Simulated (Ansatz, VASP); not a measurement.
## One calculation of AgCl, two programs

Contents of INCAR:

```
SYSTEM = AgCl
PREC = Accurate
ENCUT = 630
EDIFF = 1E-7
ISMEAR = 0
SIGMA = 0.1
LREAL = .FALSE.
LASPH = .TRUE.
NELM = 120
ALGO = Normal
ISIF = 3
LWAVE = .FALSE.
LCHARG = .FALSE.
GGA = PE
IBRION = 2
NSW = 90
EDIFFG = -0.04
GGA_COMPAT = .FALSE.
NELMIN = 4
```

KPOINTS

```
regular mesh
0
G
  6 6 6
  0 0 0
```

POSCAR

```
AgCl
1.0
   -1.9853914300      1.9853914300      2.7024536600
    1.9853914300     -1.9853914300      2.7024536600
    1.9853914300      1.9853914300     -2.7024536600
Ag Cl
1 1
Direct
    0.0559029400      0.0559029400      0.0000000000
    0.4440970600      0.4440970600      0.0000000000
```

Input for Ansatz:

```yaml
crystal:
  lattice:
    - [-1.98539143, 1.98539143, 2.70245366]
    - [1.98539143, -1.98539143, 2.70245366]
    - [1.98539143, 1.98539143, -2.70245366]
  atoms:
    - { symbol: Ag, position: [0.05590294, 0.05590294, 0.0] }
    - { symbol: Cl, position: [0.44409706, 0.44409706, 0.0] }
basis:
  ecutwfc: 420
kpoints:
  mp_grid: { grid: [6, 6, 6] }
hamiltonian:
  xc: pbe
scf:
  occupations: { method: gaussian, width: 0.1 }
  lower_state_search: "off"
output:
  forces: true
  stress: true
  eigenvalues: true
relax:
  adjacent_minimum: "off"
  f_tol: 0.04
  max_steps: 70
  cell: { stress_tol: 0.4 }
```

Alike in both runs: task relaxation of cell and atoms; functional PBE; k mesh 6 × 6 × 6; occupations gaussian, width 0.1 eV; no spin polarisation.

|  | VASP | Ansatz |
| --- | --- | --- |
| version | VASP 6.6.1 | Ansatz 0.2.0 |
| potentials or method | VASP PAW PBE potentials, release 64 (Ag_sv_GW, Cl), cutoff 630 eV | scalar-relativistic, plane waves, PAW |
| valence electrons in the cell | 26 | 26 |

Ansatz gave:

```
gap on the k mesh at the Fermi level, each at its own relaxed structure (eV)  : 0.90
relaxed volume (Å³/atom)                                                      : 22.06
relaxed length of the cell vector where the two differ most in proportion (Å) : 3.972
```

What did VASP give for the same quantities?

gap on the k mesh at the Fermi level, each at its own relaxed structure (eV): 0.82; relaxed volume (Å³/atom): 22.56; relaxed length of the cell vector where the two differ most in proportion (Å): 4.080.
